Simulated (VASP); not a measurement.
Set up this calculation in VASP 6.6.1, as the native input.

```
Task                               : single point
Functional                         : PBE0
Potentials or basis                : VASP PAW PBE potentials, release 64 (Al)
Cutoff                             : 520 eV
k mesh                             : 6 × 6 × 6
Occupations                        : fermi-dirac, width 0.05 eV
Spin                               : no spin polarisation
Dipole correction                  : no
Grid for exact exchange (PRECFOCK) : Normal
Further INCAR settings             : ALGO = Normal; EDIFF = 1e-06; NBANDS = 8
```

Crystal: Al.

```
CELL_PARAMETERS angstrom
-1.62243 1.62243 1.62243
1.62243 -1.62243 1.62243
1.62243 1.62243 -1.62243
ATOMIC_POSITIONS crystal
Al 0.00000 0.00000 0.00000
```

The input as run:

POSCAR

```
Al
1.0
   -1.6224269796      1.6224269796      1.6224269796
    1.6224269796     -1.6224269796      1.6224269796
    1.6224269796      1.6224269796     -1.6224269796
Al
1
Direct
    0.0000000000      0.0000000000      0.0000000000
```

INCAR.step1

```
ALGO = Normal
EDIFF = 1E-5
ENCUT = 520
GGA = PE
ISIF = 2
ISMEAR = -1
LASPH = True
LCHARG = False
LREAL = False
LWAVE = True
NBANDS = 8
NELM = 60
PREC = Accurate
SIGMA = 0.05
```

INCAR.step2

```
AEXX = 0.25
ALGO = Normal
EDIFF = 1E-6
ENCUT = 520
GGA = PE
ISIF = 2
ISMEAR = -1
ISTART = 1
LASPH = True
LCHARG = False
LHFCALC = True
LREAL = False
LWAVE = False
NBANDS = 8
NELM = 60
PREC = Accurate
PRECFOCK = Normal
SIGMA = 0.05
```

KPOINTS

```
k-points
0
Gamma
  6 6 6
```

Potentials or basis: VASP PAW PBE potentials, release 64 (Al).

The run is started by

```console
$ cat potpaw_PBE.64/Al/POTCAR > POTCAR
$ cp INCAR.step1 INCAR
$ mpirun -np 1 vasp_std > vasp.out
$ cp INCAR.step2 INCAR
$ mpirun -np 1 vasp_std > vasp.out
```

It gave:

```yaml
Pressure: -1.5 GPa
```

Caveat: the k points lie up to 0.46 Å⁻¹ apart; the PAW data sets were made with another functional, which shifts forces and pressure a little.

Run time: 50 s on 1 thread of Intel(R) Xeon(R) Platinum 8259CL CPU @ 2.50GHz (Skylake/Cascade Lake) (shared host), peak memory 0.13 GiB.
